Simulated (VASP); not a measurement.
# Ti3O4 (Cmmm) in VASP: a series of runs

Runs on Ti3O4. Level: PBEsol. Tasks: single point.

All numbers are computed with VASP 6.6.1; they aren't measurements. Logs are shortened: lines on timing, memory, paths and dates and some standing lists are left out, and cuts for length are marked.

**1. The cell of the first run**

Symmetry: Cmmm, No. 65, orthorhombic system. The conventional cell has a = 5.826 Å, b = 8.061 Å, c = 2.969 Å, α = 90.00°, β = 90.00°, γ = 90.00°. Within 2.7 Å of Ti (site symmetry mmm) lie 6 O at 2.00 to 2.15 Å. Ti (site symmetry 2/m) has 6 O at 2.02 to 2.08 Å within 2.7 Å. Within 2.7 Å of O (site symmetry 2mm) lie 4 Ti at 2.00 to 2.02 Å and 1 O at 2.69 Å. O (site symmetry m2m) has 5 Ti at 2.08 to 2.15 Å and 12 O at 2.86 to 2.97 Å within 3.0 Å.

**2. Single point, PBEsol (atoms displaced along a vibrational mode)**

File INCAR:

```
SYSTEM = Ti3O4
  ALGO = Normal
  EDIFF = 1E-6
  ENCUT = 520
  GGA = PS
  ISIF = 2
  ISMEAR = 0
  LASPH = .True.
  LCHARG = .False.
  LREAL = .False.
  LWAVE = .False.
  NBANDS = 39
  NELM = 80
  PREC = Accurate
  SIGMA = 0.15
```

File KPOINTS:

```
k-points
0
Gamma
  8 8 14
  0 0 0
```

File POSCAR:

```
Ti3O4
1.0
    2.9128162305     -4.0303540204      0.0000000000
    2.9128162305      4.0303540204      0.0000000000
    0.0000000000      0.0000000000      2.9690273776
Ti O
3 4
Direct
    0.0000000000      0.0000000000      0.5000000000
    0.5000000000      0.0000000000      0.0000000000
    0.0000000000      0.5000000000      0.0000000000
    0.7688385675      0.7688385675      0.0000000000
    0.2663200700      0.7336799300      0.5000000000
    0.2311614325      0.2311614325      0.0000000000
    0.7336799300      0.2663200700      0.5000000000
```

Potentials or basis: VASP PAW PBE potentials, release 64 (Ti_sv, O).

The run is started by

```
> cat potpaw_PBE.64/Ti_sv/POTCAR potpaw_PBE.64/O/POTCAR > POTCAR
> mpirun -np 1 vasp_std > vasp.out
```

OUTCAR:

```text
SYSTEM = Ti3O4
   EDIFF = 1E-6
   ENCUT = 520
   GGA = PS
   ISIF = 2
   ISMEAR = 0
   LASPH = .True.
   LREAL = .False.
   NELM = 80
   PREC = Accurate

 ion  position               nearest neighbor table
   1  0.000  0.000  0.500-   4 2.00   6 2.00   4 2.00   6 2.00   5 2.15   7 2.15   2 2.90   3 2.90
                             2 2.90   3 2.90   3 2.90   3 2.90   2 2.90   2 2.90
   2  0.500  0.000  0.000-   4 2.02   6 2.02   5 2.08   7 2.08   5 2.08   7 2.08   1 2.90   1 2.90
                             1 2.90   1 2.90   3 2.91   3 2.91
   3  0.000  0.500  0.000-   4 2.02   6 2.02   5 2.08   7 2.08   5 2.08   7 2.08   1 2.90   1 2.90
                             1 2.90   1 2.90   2 2.91   2 2.91
   4  0.769  0.769  0.000-   1 2.00   1 2.00   3 2.02   2 2.02
   5  0.266  0.734  0.500-   2 2.08   3 2.08   2 2.08   3 2.08   1 2.15
   6  0.231  0.231  0.000-   1 2.00   1 2.00   3 2.02   2 2.02
   7  0.734  0.266  0.500-   2 2.08   3 2.08   2 2.08   3 2.08   1 2.15

  LATTYP: Found a base centered orthorhombic cell.
 ALAT       =     5.8256324610
 B/A-ratio  =     1.3836623053
 C/A-ratio  =     0.5096489347

  Lattice vectors:

 A1 = (   2.9128162305,  -4.0303540204,   0.0000000000)
 A2 = (   2.9128162305,   4.0303540204,   0.0000000000)
 A3 = (   0.0000000000,   0.0000000000,   2.9690273776)

Analysis of symmetry for initial positions (statically):
=====================================================================
 Subroutine PRICEL returns:
 Original cell was already a primitive cell.

 Routine SETGRP: Setting up the symmetry group for a
 base centered orthorhombic supercell.

 Subroutine GETGRP returns: Found  8 space group operations
 (whereof  8 operations were pure point group operations)
 out of a pool of  8 trial point group operations.

The static configuration has the point symmetry D_2h.

Analysis of symmetry for dynamics (positions and initial velocities):
=====================================================================
 Subroutine PRICEL returns:
 Original cell was already a primitive cell.

 Routine SETGRP: Setting up the symmetry group for a
 base centered orthorhombic supercell.

 Subroutine GETGRP returns: Found  8 space group operations
 (whereof  8 operations were pure point group operations)
 out of a pool of  8 trial point group operations.

The dynamic configuration has the point symmetry D_2h.

 Subroutine INISYM returns: Found  8 space group operations
 (whereof  8 operations are pure point group operations),
 and found     1 'primitive' translations

----------------------------------------------------------------------------------------

                                     Primitive cell

  volume of cell :      69.7109

  direct lattice vectors                    reciprocal lattice vectors
     2.912816230 -4.030354020  0.000000000     0.171655182 -0.124058581  0.000000000
     2.912816230  4.030354020  0.000000000     0.171655182  0.124058581  0.000000000
     0.000000000  0.000000000  2.969027378     0.000000000  0.000000000  0.336810636

  length of vectors
     4.972750941  4.972750941  2.969027378     0.211792429  0.211792429  0.336810636

  position of ions in fractional coordinates (direct lattice)
     0.000000000  0.000000000  0.500000000
     0.500000000  0.000000000  0.000000000
     0.000000000  0.500000000  0.000000000
     0.768838567  0.768838567  0.000000000
     0.266320070  0.733679930  0.500000000
     0.231161433  0.231161433  0.000000000
     0.733679930  0.266320070  0.500000000

  ion indices of the primitive-cell ions
   primitive index   ion index
                 1           1
                 2           2
                 3           3
                 4           4
                 5           5
                 6           6
                 7           7

----------------------------------------------------------------------------------------

 KPOINTS: k-points

Automatic generation of k-mesh.
 Grid dimensions read from file:
 generate k-points for:    8    8   14

 Generating k-lattice:

  Cartesian coordinates                     Fractional coordinates (reciprocal lattice)
     0.021456898 -0.015507323  0.000000000     0.125000000  0.000000000  0.000000000
     0.021456898  0.015507323  0.000000000     0.000000000  0.125000000  0.000000000
     0.000000000  0.000000000  0.024057903     0.000000000  0.000000000  0.071428571

  Length of vectors
     0.026474054  0.026474054  0.024057903

  Shift w.r.t. Gamma in fractional coordinates (k-lattice)
     0.000000000  0.000000000  0.000000000

 Subroutine IBZKPT returns following result:
 ===========================================

 Found    168 irreducible k-points:

 Following reciprocal coordinates:
            Coordinates               Weight
  0.000000  0.000000  0.000000      1.000000
  0.125000  0.000000  0.000000      4.000000
  0.250000  0.000000  0.000000      4.000000
  0.375000  0.000000  0.000000      4.000000
  0.500000  0.000000  0.000000      2.000000
  0.125000  0.125000  0.000000      2.000000
[... 16 lines left out ...]
  0.125000  0.000000  0.071429      8.000000
  0.250000  0.000000  0.071429      8.000000
 [... further k-points ...]
   k-points           NKPTS =    168   k-points in BZ     NKDIM =    168   number of bands    NBANDS=     39
   number of dos      NEDOS =    301   number of ions     NIONS =      7
   total plane-waves  NPLWV =  38400
   dimension x,y,z NGX =    40 NGY =   40 NGZ =   24
   dimension x,y,z NGXF=    80 NGYF=   80 NGZF=   48
   ions per type =               3   4
   NGX,Y,Z   is equivalent  to a cutoff of  13.37, 13.37, 13.44 a.u.
   NGXF,Y,Z  is equivalent  to a cutoff of  26.75, 26.75, 26.88 a.u.
 SYSTEM =  Ti3O4
   PREC   = accura    normal or accurate (medium, high low for compatibility)
   ISTART =      0    job   : 0-new  1-cont  2-samecut
   ICHARG =      2    charge: 1-file 2-atom 10-const
   ISPIN  =      1    spin polarized calculation?
   LNONCOLLINEAR =      F non collinear calculations
   LSORBIT =      F    spin-orbit coupling
   LASPH  =      T    aspherical Exc in radial PAW
   ENCUT  =  520.0 eV  38.22 Ry    6.18 a.u.   9.25  9.25  5.52*2*pi/ulx,y,z
   NELM   =     80;   NELMIN=  2; NELMDL= -5     # of ELM steps
   EDIFF  = 0.1E-05   stopping-criterion for ELM
   LREAL  =      F    real-space projection
   EDIFFG = 0.1E-04   stopping-criterion for IOM
   NSW    =      0    number of steps for IOM
   IBRION =     -1    ionic relax: 0-MD 1-quasi-New 2-CG
   NFREE  =      0    steps in history (QN), initial steepest desc. (CG)
   ISIF   =      2    stress and relaxation
   ISYM   =      2    0-nonsym 1-usesym 2-fastsym
   POTIM  = 0.5000    time-step for ionic-motion
   TEBEG  =    0.0;   TEEND  =   0.0 temperature during run
   PSTRESS=    0.0 pullay stress
   NELECT =      60.0000    total number of electrons
   NUPDOWN=      -1.0000    fix difference up-down
   EMIN   =  10.00;   EMAX   =-10.00  energy-range for DOS
   EFERMI =   0.00;   METHOD = LEGACY
   ISMEAR =     0;   SIGMA  =   0.15  broadening in eV -4-tet -1-fermi 0-gaus
   EFERMI_NEDOS =   21; number of points for ismear=-14 and -15
   IALGO  =     38    algorithm
   IMIX   =      4    mixing-type and parameters
     AMIX     =   0.40;   BMIX     =  1.00
     AMIX_MAG =   1.60;   BMIX_MAG =  1.00
  volume/ion in A,a.u.               =       9.96        67.20
  Fermi-wavevector in a.u.,A,eV,Ry     =   1.557250  2.942776 32.994515  2.425028
  Thomas-Fermi vector in A             =   2.660928
   LORBIT       =      0    0 simple, 1 ext, 2 COOP (PROOUT), +10 PAW based schemes
   GGA     = PS    functional components
   LHFCALC =     F    Hartree Fock is set to
   AEXX    =    0.0000 exact exchange contribution
   IVDW    =     0    specifies the selected vdW correction
   LEPSILON=     F    determine dielectric tensor
   LRPA    =     F    only Hartree local field effects (RPA)
 non-spin polarized calculation
 Gauss-broadening in eV      SIGMA  =   0.15
  energy-cutoff  :      520.00
  volume of cell :       69.71
 maximum number of plane-waves:      1898
 NGX is ok and might be reduce to    40
   NGX = 19   NGY = 19   NGZ = 11

 number of electron      59.9999972 magnetization

 Free energy of the ion-electron system (eV)
  ---------------------------------------------------
  ext. energy  EPLUGINS =         0.00000000
  ---------------------------------------------------
  free energy    TOTEN  =       -65.88610947 eV

  energy without entropy =      -65.85563344  energy(sigma->0) =      -65.87087146

 E-fermi :   9.4957     XC(G=0): -12.4013

 val. band max:        9.4833604063   @ k =   0.0000   0.0000   0.0000
 cond. band min:       9.4979414156   @ k =   0.0000   0.0000   0.0714
 fundamental gap:      0.0145810093
 Fermi energy:         9.4956592395

 k-point     1 :       0.0000    0.0000    0.0000
  band No.  band energies     occupation
      1     -48.4098      2.00000
      2     -48.3397      2.00000
      3     -48.1361      2.00000
      4     -25.2924      2.00000
      5     -25.1538      2.00000
      6     -24.8499      2.00000
[... 31 lines left out ...]
     38      11.6326      0.00000
     39      11.7075      0.00000

 k-point     2 :       0.1250    0.0000    0.0000
  band No.  band energies     occupation
      1     -48.4067      2.00000
      2     -48.3416      2.00000
      3     -48.1374      2.00000
      4     -25.2708      2.00000
      5     -25.1424      2.00000
      6     -24.8449      2.00000
[... 31 lines left out ...]
     38      11.5921      0.00000
     39      11.6676      0.00000

 k-point     3 :       0.2500    0.0000    0.0000
  band No.  band energies     occupation
      1     -48.3979      2.00000
      2     -48.3474      2.00000
      3     -48.1406      2.00000
      4     -25.2183      2.00000
      5     -25.1038      2.00000
      6     -24.8296      2.00000
[... 832 lines left out ...]
 k-point    23 :       0.1250    0.0000    0.0714
  band No.  band energies     occupation
      1     -48.4038      2.00000
      2     -48.3398      2.00000
      3     -48.1362      2.00000
      4     -25.2600      2.00000
      5     -25.1317      2.00000
      6     -24.8414      2.00000
[... 31 lines left out ...]
     38      11.5438      0.00000
     39      11.6565      0.00000

 k-point    24 :       0.2500    0.0000    0.0714
  band No.  band energies     occupation
      1     -48.3953      2.00000
      2     -48.3456      2.00000
      3     -48.1392      2.00000
      4     -25.2082      2.00000
      5     -25.0960      2.00000
      6     -24.8280      2.00000
[... 31 lines left out ...]
     38      11.5867      0.00000
     39      11.7689      0.00000

 [... further k-points ...]

------------------------ aborting loop because EDIFF is reached ----------------------------------------

  FORCE on cell =-STRESS in cart. coord.  units (eV):
  Direction    XX          YY          ZZ          XY          YZ          ZX
  --------------------------------------------------------------------------------------
  -------------------------------------------------------------------------------------
  Total        1.0360483     -1.2509014      1.0904640     -0.0000000      0.0000000      0.0000000
  in kB       23.8116839    -28.7496905     25.0623291     -0.0000000      0.0000000      0.0000000
  external PRESSURE =       6.7081075 kB  Pullay stress =       0.0000000 kB

 VOLUME and BASIS-vectors are now :
 -----------------------------------------------------------------------------
  energy-cutoff  :      520.00
  volume of cell :       69.71
      direct lattice vectors                 reciprocal lattice vectors
     2.912816230 -4.030354020  0.000000000     0.171655182 -0.124058581  0.000000000
     2.912816230  4.030354020  0.000000000     0.171655182  0.124058581  0.000000000
     0.000000000  0.000000000  2.969027378     0.000000000  0.000000000  0.336810636

 POSITION                                       TOTAL-FORCE (eV/Angst)
 -----------------------------------------------------------------------------------
      0.00000      0.00000      1.48451         0.000000     -0.000000      0.000000
      1.45641     -2.01518      0.00000         0.000000     -0.000000      0.000000
      1.45641      2.01518      0.00000         0.000000     -0.000000      0.000000
      4.47897      0.00000      0.00000        -0.433879     -0.000000      0.000000
      2.91282      1.88363      1.48451         0.000000      0.594448     -0.000000
      1.34666      0.00000      0.00000         0.433879     -0.000000      0.000000
      2.91282     -1.88363      1.48451         0.000000     -0.594448      0.000000
 -----------------------------------------------------------------------------------
    total drift:                                0.000000     -0.000000      0.000000

  FREE ENERGIE OF THE ION-ELECTRON SYSTEM (eV)
  ---------------------------------------------------
  free  energy   TOTEN  =       -65.8861094670 eV

  energy  without entropy=      -65.8556334443  energy(sigma->0) =      -65.87087146
```

Wall time 3.9 min (1 thread of AMD EPYC 9R45 (Zen 5), shared host); peak memory 0.41 GiB.

Results:

```
Free energy            : -65.8861 eV
Pressure               : 0.7 GPa
Largest force          : 0.594 eV/Å
Band gap on the k mesh : zero (bands 30 and 31 overlap by 1.01 eV)
```

Forces on the atoms (eV/Å):
```
Ti   0.000  0.000  0.000
Ti   0.000  0.000  0.000
Ti   0.000  0.000  0.000
O   -0.434  0.000  0.000
O    0.000  0.594  0.000
O    0.434  0.000  0.000
O    0.000 -0.594  0.000
```

Caveat: the cell differs from its parent crystal (atoms displaced along a vibrational mode); the PAW data sets were made with another functional, which shifts forces and pressure a little; semilocal functionals often make such compounds metallic where correlation or magnetic order opens a gap, which also shifts bond lengths.

**3. Single point, PBEsol (atoms displaced along a vibrational mode)**

File INCAR:

```
SYSTEM = Ti3O4
PREC     = Accurate       ! precision mode
ENCUT    = 520            ! plane-wave cutoff, eV
EDIFF    = 1E-7           ! SCF threshold, eV
ISMEAR   = 0              ! smearing method
SIGMA    = 0.15           ! smearing width, eV
LREAL    = .FALSE.        ! projectors in reciprocal space
LASPH    = .TRUE.         ! aspherical terms in the spheres
NELM     = 80             ! most SCF steps
ALGO     = Normal         ! electronic algorithm
ISIF     = 2              ! what is computed and relaxed
LWAVE    = .FALSE.        ! write WAVECAR
LCHARG   = .FALSE.        ! write CHGCAR
GGA      = PS             ! functional
NBANDS   = 39             ! bands
```

File KPOINTS:

```
Automatic mesh
0
G
  8 8 14
  0 0 0
```

File POSCAR:

```
Ti3O4
1.0
    2.9128162305     -4.0303540204      0.0000000000
    2.9128162305      4.0303540204      0.0000000000
    0.0000000000      0.0000000000      2.9690273776
Ti O
3 4
Direct
    0.0000000000      0.0000000000      0.5000000000
    0.5000000000      0.0000000000      0.0000000000
    0.0000000000      0.5000000000      0.0000000000
    0.7597556824      0.7597556824      0.0000000000
    0.2551547978      0.7448452022      0.5000000000
    0.2402443176      0.2402443176      0.0000000000
    0.7448452022      0.2551547978      0.5000000000
```

Potentials or basis: VASP PAW PBE potentials, release 64 (Ti_sv, O).

The run is started by

```
> cat potpaw_PBE.64/Ti_sv/POTCAR potpaw_PBE.64/O/POTCAR > POTCAR
> mpirun -np 1 vasp_std > vasp.out
```

Wall time 4 min (1 thread of AMD EPYC 9R45 (Zen 5), shared host); peak memory 0.41 GiB.

It converged, with:

| Item | Value |
| --- | --- |
| Free energy | -65.9264 eV |
| Pressure | 1.0 GPa |
| Largest force | 0.333 eV/Å |
| Band gap on the k mesh | zero (bands 30 and 31 overlap by 1.17 eV) |

Forces in eV/Å, atoms in the order of the input:
```
Ti   0.000  0.000  0.000
Ti   0.000  0.000  0.000
Ti   0.000  0.000  0.000
O    0.156  0.000  0.000
O    0.000 -0.333  0.000
O   -0.156  0.000  0.000
O    0.000  0.333  0.000
```

Stress tensor (GPa, compression positive):
```
-0.46  0.00  0.00
 0.00  2.83  0.00
 0.00  0.00  0.59
```

Levels at points of the mesh, in eV from the Fermi level:
```csv
k point,band 28,band 29,band 30,band 31,band 32,band 33
"(0.00, 0.00, 0.00)",-3.90,-2.64,-0.41,-0.03,0.38,0.87
"(0.50, 0.00, 0.00)",-4.18,-0.76,-0.61,0.18,0.41,0.56
"(0.50, 0.50, 0.00)",-4.55,-2.38,0.02,0.67,0.72,1.02
"(0.00, 0.00, 0.50)",-5.05,0.52,0.55,0.68,0.70,0.83
"(0.50, 0.00, 0.50)",-4.68,-0.79,-0.66,0.45,0.46,1.64
"(0.50, 0.50, 0.50)",-4.91,-2.34,-2.11,1.19,1.53,1.69
```

Caveat: the cell differs from its parent crystal (atoms displaced along a vibrational mode); the PAW data sets were made with another functional, which shifts forces and pressure a little; semilocal functionals often make such compounds metallic where correlation or magnetic order opens a gap, which also shifts bond lengths.

**4. Single point, PBEsol (atoms displaced along a vibrational mode)**

File INCAR:

```
PREC = Accurate ; ENCUT = 520
EDIFF = 1E-6 ; ISMEAR = 0
SIGMA = 0.15 ; LREAL = F
LASPH = T ; NELM = 60
ALGO = Normal ; ISIF = 2
LWAVE = F ; LCHARG = F
GGA = PS ; NBANDS = 39
```

File KPOINTS:

```
Automatic mesh
0
Gamma
  8 8 14
```

File POSCAR:

```
Ti3O4
1.0
    2.9128162305     -4.0303540204      0.0000000000
    2.9128162305      4.0303540204      0.0000000000
    0.0000000000      0.0000000000      2.9690273776
Ti O
3 4
Direct
    0.0000000000      0.0000000000      0.5000000000
    0.5000000000      0.0000000000      0.0000000000
    0.0000000000      0.5000000000      0.0000000000
    0.7733800101      0.7733800101      0.0000000000
    0.2719027062      0.7280972938      0.5000000000
    0.2266199899      0.2266199899      0.0000000000
    0.7280972938      0.2719027062      0.5000000000
```

The run is started by

```
> cat potpaw_PBE.64/Ti_sv/POTCAR potpaw_PBE.64/O/POTCAR > POTCAR
> mpirun -np 1 vasp_std > vasp.out
```

Wall time 3.7 min (1 thread of AMD EPYC 9R45 (Zen 5), shared host); peak memory 0.41 GiB.

It converged, with:

```yaml
Free_energy: -65.7828 eV
Pressure: 0.8 GPa
Largest_force: 0.983 eV/Å
Band_gap_on_the_k_mesh: zero (bands 30 and 31 overlap by 0.92 eV)
```

Forces on the atoms (eV/Å):
```
Ti   0.000  0.000  0.000
Ti   0.000  0.000  0.000
Ti   0.000  0.000  0.000
O   -0.781  0.000  0.000
O    0.000  0.983  0.000
O    0.781  0.000  0.000
O    0.000 -0.983  0.000
```

Stress tensor (GPa, compression positive):
```
 4.13  0.00  0.00
 0.00 -5.23  0.00
 0.00  0.00  3.60
```

Levels at points of the mesh, in eV from the Fermi level:
```
           k point  band 28  band 29  band 30  band 31  band 32  band 33
(0.00, 0.00, 0.00)    -3.83    -2.50    -0.54    -0.01     0.56     0.94
(0.50, 0.00, 0.00)    -3.95    -0.64    -0.54     0.05     0.52     0.71
(0.50, 0.50, 0.00)    -4.53    -2.32     0.36     0.76     0.81     0.88
(0.00, 0.00, 0.50)    -5.03     0.35     0.38     0.64     0.84     0.84
(0.50, 0.00, 0.50)    -4.60    -0.95    -0.65     0.44     0.45     1.62
(0.50, 0.50, 0.50)    -4.85    -2.49    -2.07     1.27     1.47     1.55
```

Caveat: the cell differs from its parent crystal (atoms displaced along a vibrational mode); the PAW data sets were made with another functional, which shifts forces and pressure a little; semilocal functionals often make such compounds metallic where correlation or magnetic order opens a gap, which also shifts bond lengths.

**5. Overview**

```tsv
cell	gap on the mesh (eV)	pressure (GPa)	largest force (eV/Å)
as given, atomic positions A	none	0.7	0.59
as given, atomic positions B	none	1.0	0.33
as given, atomic positions C	none	0.8	0.98
```

Alike in all rows: task single point; level PBEsol; potentials or basis VASP PAW PBE potentials, release 64 (Ti_sv, O); no spin polarisation; k mesh 8 × 8 × 14; cutoff (eV) 520; smearing gaussian 0.15 eV.

Caveats: the PAW data sets were made with another functional, which shifts forces and pressure a little; semilocal functionals often make such compounds metallic where correlation or magnetic order opens a gap, which also shifts bond lengths.

Total energies depend on the potentials used, so only differences within one code and one set of settings carry meaning.
